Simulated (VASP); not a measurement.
# InSe in VASP: single point with PBE+D3(BJ)

Aim: the single point of InSe with PBE+D3(BJ).

All numbers are computed with VASP 6.6.1; they aren't measurements. Logs are shortened: lines on timing, memory, paths and dates and some standing lists are left out, and cuts for length are marked.

## (1) The cell of the first run

The cell holds a slab with vacuum, 8 atoms: a = 4.027 Å, b = 4.027 Å, c = 54.143 Å, α = 90.00°, β = 90.00°, γ = 120.00°.

## (2) Single point, PBE+D3(BJ)

File INCAR:

```
SYSTEM = InSe
ALGO = Normal ; DIPOL = 0.5 0.5 0.500
EDIFF = 1E-6 ; ENCUT = 520
GGA = PE ; IDIPOL = 3
ISIF = 2 ; ISMEAR = 0
IVDW = 12 ; LASPH = .True.
LCHARG = .False. ; LDIPOL = .True.
LREAL = .False. ; LWAVE = .False.
NBANDS = 48 ; NELM = 60
PREC = Accurate ; SIGMA = 0.02
```

File KPOINTS:

```
k-points
0
Gamma
  12 12 1
  0 0 0
```

File POSCAR:

```
InSe
1.0
    4.0265600287      0.0000000000      0.0000000000
   -2.0132800144      3.4871032747      0.0000000000
    0.0000000000      0.0000000000     54.1425172240
Se In
4 4
Direct
    0.0000000000      0.0000000000      0.3733740036
    0.0000000000      0.0000000000      0.4727264306
    0.6666666667      0.3333333333      0.5272978334
    0.6666666667      0.3333333333      0.6266179881
    0.6666666667      0.3333333333      0.3972829808
    0.6666666667      0.3333333333      0.4488848613
    0.3333333333      0.6666666667      0.5511076168
    0.3333333333      0.6666666667      0.6027083602
```

Potentials or basis: VASP PAW PBE potentials, release 64 (Se, In_d).

The run is started by

```
$ cat potpaw_PBE.64/Se/POTCAR potpaw_PBE.64/In_d/POTCAR > POTCAR
$ mpirun -np 1 vasp_std > vasp.out
```

OUTCAR:

```text
SYSTEM = InSe
   EDIFF = 1E-6
   ENCUT = 520
   GGA = PE
   ISIF = 2
   ISMEAR = 0
   IVDW = 12
   LASPH = .True.
   LREAL = .False.
   NELM = 60
   PREC = Accurate
 IVDW          = 12

 ion  position               nearest neighbor table
   1  0.000  0.000  0.373-   5 2.66   5 2.66   5 2.66
   2  0.000  0.000  0.473-   6 2.66   6 2.66   6 2.66
   3  0.667  0.333  0.527-   7 2.66   7 2.66   7 2.66
   4  0.667  0.333  0.627-   8 2.66   8 2.66   8 2.66
   5  0.667  0.333  0.397-   1 2.66   1 2.66   1 2.66   6 2.79
   6  0.667  0.333  0.449-   2 2.66   2 2.66   2 2.66   5 2.79
   7  0.333  0.667  0.551-   3 2.66   3 2.66   3 2.66   8 2.79
   8  0.333  0.667  0.603-   4 2.66   4 2.66   4 2.66   7 2.79

  LATTYP: Found a hexagonal cell.
 ALAT       =     4.0265600287
 C/A-ratio  =    13.4463454756

  Lattice vectors:

 A1 = (   4.0265600287,   0.0000000000,   0.0000000000)
 A2 = (  -2.0132800144,   3.4871032747,   0.0000000000)
 A3 = (   0.0000000000,   0.0000000000,  54.1425172240)

Analysis of symmetry for initial positions (statically):
=====================================================================
 Subroutine PRICEL returns:
 Original cell was already a primitive cell.

 Routine SETGRP: Setting up the symmetry group for a
 hexagonal supercell.

 Subroutine GETGRP returns: Found  6 space group operations
 (whereof  6 operations were pure point group operations)
 out of a pool of 24 trial point group operations.

The static configuration has the point symmetry C_3v.

Analysis of symmetry for dynamics (positions and initial velocities):
=====================================================================
 Subroutine PRICEL returns:
 Original cell was already a primitive cell.

 Routine SETGRP: Setting up the symmetry group for a
 hexagonal supercell.

 Subroutine GETGRP returns: Found  6 space group operations
 (whereof  6 operations were pure point group operations)
 out of a pool of 24 trial point group operations.

The dynamic configuration has the point symmetry C_3v.

 Subroutine INISYM returns: Found  6 space group operations
 (whereof  6 operations are pure point group operations),
 and found     1 'primitive' translations

----------------------------------------------------------------------------------------

                                     Primitive cell

  volume of cell :     760.2167

  direct lattice vectors                    reciprocal lattice vectors
     4.026560029  0.000000000  0.000000000     0.248350948  0.143385487  0.000000000
    -2.013280014  3.487103275  0.000000000     0.000000000  0.286770973  0.000000000
     0.000000000  0.000000000 54.142517224     0.000000000  0.000000000  0.018469773

  length of vectors
     4.026560029  4.026560029 54.142517224     0.286770973  0.286770973  0.018469773

  position of ions in fractional coordinates (direct lattice)
     0.000000000  0.000000000  0.373374004
     0.000000000  0.000000000  0.472726431
     0.666666667  0.333333333  0.527297833
     0.666666667  0.333333333  0.626617988
     0.666666667  0.333333333  0.397282981
     0.666666667  0.333333333  0.448884861
     0.333333333  0.666666667  0.551107617
     0.333333333  0.666666667  0.602708360

  ion indices of the primitive-cell ions
   primitive index   ion index
                 1           1
                 2           2
                 3           3
                 4           4
                 5           5
                 6           6
                 7           7
                 8           8

----------------------------------------------------------------------------------------

 KPOINTS: k-points

Automatic generation of k-mesh.
 Grid dimensions read from file:
 generate k-points for:   12   12    1

 Generating k-lattice:

  Cartesian coordinates                     Fractional coordinates (reciprocal lattice)
     0.020695912  0.011948791  0.000000000     0.083333333  0.000000000  0.000000000
     0.000000000  0.023897581  0.000000000     0.000000000  0.083333333  0.000000000
     0.000000000  0.000000000  0.018469773     0.000000000  0.000000000  1.000000000

  Length of vectors
     0.023897581  0.023897581  0.018469773

  Shift w.r.t. Gamma in fractional coordinates (k-lattice)
     0.000000000  0.000000000  0.000000000

 Subroutine IBZKPT returns following result:
 ===========================================

 Found     19 irreducible k-points:

 Following reciprocal coordinates:
            Coordinates               Weight
  0.000000  0.000000  0.000000      1.000000
  0.083333 -0.000000  0.000000      6.000000
  0.166667  0.000000  0.000000      6.000000
  0.250000  0.000000  0.000000      6.000000
  0.333333 -0.000000  0.000000      6.000000
  0.416667  0.000000  0.000000      6.000000
[... 11 lines left out ...]
  0.333333  0.250000  0.000000     12.000000
  0.333333  0.333333  0.000000      2.000000
   k-points           NKPTS =     19   k-points in BZ     NKDIM =     19   number of bands    NBANDS=     48
   number of dos      NEDOS =    301   number of ions     NIONS =      8
   total plane-waves  NPLWV = 378000
   dimension x,y,z NGX =    30 NGY =   30 NGZ =  420
   dimension x,y,z NGXF=    60 NGYF=   60 NGZF=  840
   ions per type =               4   4
   NGX,Y,Z   is equivalent  to a cutoff of  12.39, 12.39, 12.90 a.u.
   NGXF,Y,Z  is equivalent  to a cutoff of  24.77, 24.77, 25.79 a.u.
 SYSTEM =  InSe
   PREC   = accura    normal or accurate (medium, high low for compatibility)
   ISTART =      0    job   : 0-new  1-cont  2-samecut
   ICHARG =      2    charge: 1-file 2-atom 10-const
   ISPIN  =      1    spin polarized calculation?
   LNONCOLLINEAR =      F non collinear calculations
   LSORBIT =      F    spin-orbit coupling
   LASPH  =      T    aspherical Exc in radial PAW
   ENCUT  =  520.0 eV  38.22 Ry    6.18 a.u.   7.49  7.49100.67*2*pi/ulx,y,z
   NELM   =     60;   NELMIN=  2; NELMDL= -5     # of ELM steps
   EDIFF  = 0.1E-05   stopping-criterion for ELM
   LREAL  =      F    real-space projection
   EDIFFG = 0.1E-04   stopping-criterion for IOM
   NSW    =      0    number of steps for IOM
   IBRION =     -1    ionic relax: 0-MD 1-quasi-New 2-CG
   NFREE  =      0    steps in history (QN), initial steepest desc. (CG)
   ISIF   =      2    stress and relaxation
   ISYM   =      2    0-nonsym 1-usesym 2-fastsym
   POTIM  = 0.5000    time-step for ionic-motion
   TEBEG  =    0.0;   TEEND  =   0.0 temperature during run
   PSTRESS=    0.0 pullay stress
   NELECT =      76.0000    total number of electrons
   NUPDOWN=      -1.0000    fix difference up-down
   EMIN   =  10.00;   EMAX   =-10.00  energy-range for DOS
   EFERMI =   0.00;   METHOD = LEGACY
   ISMEAR =     0;   SIGMA  =   0.02  broadening in eV -4-tet -1-fermi 0-gaus
   EFERMI_NEDOS =   21; number of points for ismear=-14 and -15
   IALGO  =     38    algorithm
   IMIX   =      4    mixing-type and parameters
     AMIX     =   0.40;   BMIX     =  1.00
     AMIX_MAG =   1.60;   BMIX_MAG =  1.00
  volume/ion in A,a.u.               =      95.03       641.27
  Fermi-wavevector in a.u.,A,eV,Ry     =   0.759802  1.435817  7.854623  0.577299
  Thomas-Fermi vector in A             =   1.858677
   LORBIT       =      0    0 simple, 1 ext, 2 COOP (PROOUT), +10 PAW based schemes
   GGA     = PE    functional components
   LHFCALC =     F    Hartree Fock is set to
   AEXX    =    0.0000 exact exchange contribution
   IVDW    =    12    specifies the selected vdW correction
   LEPSILON=     F    determine dielectric tensor
   LRPA    =     F    only Hartree local field effects (RPA)
 non-spin polarized calculation
 Gauss-broadening in eV      SIGMA  =   0.02
  energy-cutoff  :      520.00
  volume of cell :      760.22
 maximum number of plane-waves:     20611
 NGX is ok and might be reduce to    30
   NGX = 15   NGY = 15   NGZ =201

 dipolmoment           0.000000      0.000000     -0.000035 electrons x Angstroem

 number of electron      75.9999991 magnetization

 dipolmoment           0.000000      0.000000      0.000441 electrons x Angstroem

 Free energy of the ion-electron system (eV)
  ---------------------------------------------------
  ext. energy  EPLUGINS =         0.00000000
  ---------------------------------------------------
  free energy    TOTEN  =       -28.36103810 eV

  energy without entropy =      -28.36103810  energy(sigma->0) =      -28.36103810

 E-fermi :  -2.6785     XC(G=0):  -2.9689

 val. band max:       -2.7712912200   @ k =   0.0833  -0.0000   0.0000
 cond. band min:      -1.7190851879   @ k =   0.0000   0.0000   0.0000
 fundamental gap:      1.0522060321
 Fermi energy:        -2.6785345472

 k-point     1 :       0.0000    0.0000    0.0000
  band No.  band energies     occupation
      1     -17.1522      2.00000
      2     -17.1451      2.00000
      3     -16.9686      2.00000
      4     -16.9686      2.00000
      5     -16.9614      2.00000
      6     -16.9614      2.00000
[... 40 lines left out ...]
     47       2.4618      0.00000
     48       2.4797      0.00000

 k-point     2 :       0.0833   -0.0000    0.0000
  band No.  band energies     occupation
      1     -17.1517      2.00000
      2     -17.1446      2.00000
      3     -16.9930      2.00000
      4     -16.9855      2.00000
      5     -16.9675      2.00000
      6     -16.9602      2.00000
[... 40 lines left out ...]
     47       2.5190      0.00000
     48       2.5429      0.00000

 k-point     3 :       0.1667    0.0000    0.0000
  band No.  band energies     occupation
      1     -17.1543      2.00000
      2     -17.1474      2.00000
      3     -17.0477      2.00000
      4     -17.0381      2.00000
      5     -16.9756      2.00000
      6     -16.9672      2.00000
[... 805 lines left out ...]
     47       2.8552      0.00000
     48       2.9309      0.00000

 k-point    19 :       0.3333    0.3333    0.0000
  band No.  band energies     occupation
      1     -17.2653      2.00000
      2     -17.2592      2.00000
      3     -17.1666      2.00000
      4     -17.1598      2.00000
      5     -17.0937      2.00000
      6     -17.0863      2.00000
[... 40 lines left out ...]
     47       3.2612      0.00000
     48       3.2826      0.00000

------------------------ aborting loop because EDIFF is reached ----------------------------------------

 vacuum level on the upper side and lower side of the slab       (xc-potential included)        -0.058        -0.064

 Edisp (eV)   -2.08075

 E8    (eV) :    -0.9779

  FORCE on cell =-STRESS in cart. coord.  units (eV):
  Direction    XX          YY          ZZ          XY          YZ          ZX
  --------------------------------------------------------------------------------------
  -------------------------------------------------------------------------------------
  Total       0.18859     0.18859     0.05548    -0.00000     0.00000    -0.00000
  in kB       0.39746     0.39746     0.11693    -0.00000     0.00000    -0.00000
  external pressure =        0.30 kB  Pullay stress =        0.00 kB

 VOLUME and BASIS-vectors are now :
 -----------------------------------------------------------------------------
  energy-cutoff  :      520.00
  volume of cell :      760.22
      direct lattice vectors                 reciprocal lattice vectors
     4.026560029  0.000000000  0.000000000     0.248350948  0.143385487  0.000000000
    -2.013280014  3.487103275  0.000000000     0.000000000  0.286770973  0.000000000
     0.000000000  0.000000000 54.142517224     0.000000000  0.000000000  0.018469773

 POSITION                                       TOTAL-FORCE (eV/Angst)
 -----------------------------------------------------------------------------------
      0.00000      0.00000     20.21541         0.000000      0.000000     -0.015901
      0.00000      0.00000     25.59460         0.000000      0.000000      0.016097
      2.01328      1.16237     28.54923         0.000000      0.000000     -0.015948
      2.01328      1.16237     33.92668         0.000000      0.000000      0.016229
      2.01328      1.16237     21.50990        -0.000000     -0.000000      0.013435
      2.01328      1.16237     24.30376         0.000000      0.000000     -0.016531
     -0.00000      2.32474     29.83835        -0.000000      0.000000      0.016271
     -0.00000      2.32474     32.63215        -0.000000      0.000000     -0.013652
 -----------------------------------------------------------------------------------
    total drift:                               -0.000001      0.000000      0.000063

  FREE ENERGIE OF THE ION-ELECTRON SYSTEM (eV)
  ---------------------------------------------------
  free  energy   TOTEN  =       -30.4417845370 eV

  energy  without entropy=      -30.4417845370  energy(sigma->0) =      -30.44178454

 vacuum level on the upper side and lower side of the slab         2.791         2.785
```

Run time: 13 min. Hardware: 1 thread of Intel Xeon 6975P-C (Granite Rapids), shared host; peak memory 1.1 GiB.

What came out:

```yaml
Free_energy: -30.4418 eV
Largest_force: 0.017 eV/Å
Band_gap_on_the_k_mesh: 1.05 eV (least direct gap 1.11 eV)
Dispersion_energy_per_atom: -0.260 eV
```

Forces in eV/Å, atoms in the order of the input:
```
Se   0.000  0.000 -0.016
Se   0.000  0.000  0.016
Se   0.000  0.000 -0.016
Se   0.000  0.000  0.016
In   0.000  0.000  0.013
In   0.000  0.000 -0.017
In   0.000  0.000  0.016
In   0.000  0.000 -0.014
```

Caveat: spin-orbit coupling is left out, which moves the levels of the heavy elements.
